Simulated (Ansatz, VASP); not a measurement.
Two plane-wave programs on Ta

POSCAR

```
Ta
1.0
   -1.6978192176      1.6978192176      1.5619936802
    1.6978192176     -1.6978192176      1.5619936802
    1.6978192176      1.6978192176     -1.5619936802
Ta
1
Direct
    0.0000000000      0.0000000000      0.0000000000
```

INCAR.step1

```
ALGO = Normal
EDIFF = 1E-4
ENCUT = 520
GGA = PE
ISMEAR = 0
LASPH = T
LCHARG = F
LREAL = F
LWAVE = T
NBANDS = 12
NELM = 80
PREC = Accurate
SIGMA = 0.15
```

The input INCAR.step2:

```
ALGO = Normal
EDIFF = 1E-6
ENCUT = 520
ISIF = 2
ISMEAR = 0
ISTART = 1
LASPH = T
LCHARG = T
LELF = T
LMIXTAU = T
LREAL = F
LVHAR = T
LWAVE = F
METAGGA = R2SCAN
NBANDS = 12
NELM = 80
PREC = Accurate
SIGMA = 0.15
```

The input KPOINTS:

```
k-points
0
Gamma
  22 22 22
```

Input for Ansatz:

```yaml
crystal:
  lattice:
    - [-1.6978192176, 1.6978192176, 1.5619936802]
    - [1.6978192176, -1.6978192176, 1.5619936802]
    - [1.6978192176, 1.6978192176, -1.5619936802]
  atoms:
    - { symbol: Ta, position: [0.0, 0.0, 0.0] }
basis:
  ecutwfc: 500
kpoints:
  mp_grid: { grid: [22, 22, 22] }
hamiltonian:
  xc: r2scan
scf:
  occupations: { method: gaussian, width: 0.15 }
output:
  forces: true
  stress: true
  eigenvalues: true
```

Alike in both runs: task single point; functional r2SCAN; k mesh 22 × 22 × 22; occupations gaussian, width 0.15 eV; no spin polarisation.

|  | VASP | Ansatz |
| --- | --- | --- |
| version | VASP 6.6.1 | Ansatz 0.2.0 |
| potentials or method | VASP PAW PBE potentials, release 64 (Ta_pv), cutoff 520 eV | scalar-relativistic, plane waves, PAW |
| valence electrons in the cell | 11 | 13 |

```csv
,VASP,Ansatz,Ansatz less VASP
gap on the k mesh at the Fermi level (eV),none,none,-
pressure (GPa),1.7,1.1,-0.64
"traceless stress, the component that is largest in VASP (GPa)",4.54,4.59,+0.051
```

VASP's potentials were made for PBE, not for r2SCAN. A gap of «none» marks a metal or a gap that the smearing closes. VASP's potentials hold 11 valence electrons a cell and Ansatz's 13, so a difference there can come from the potentials and not from the codes.

Spin-orbit coupling is off throughout.
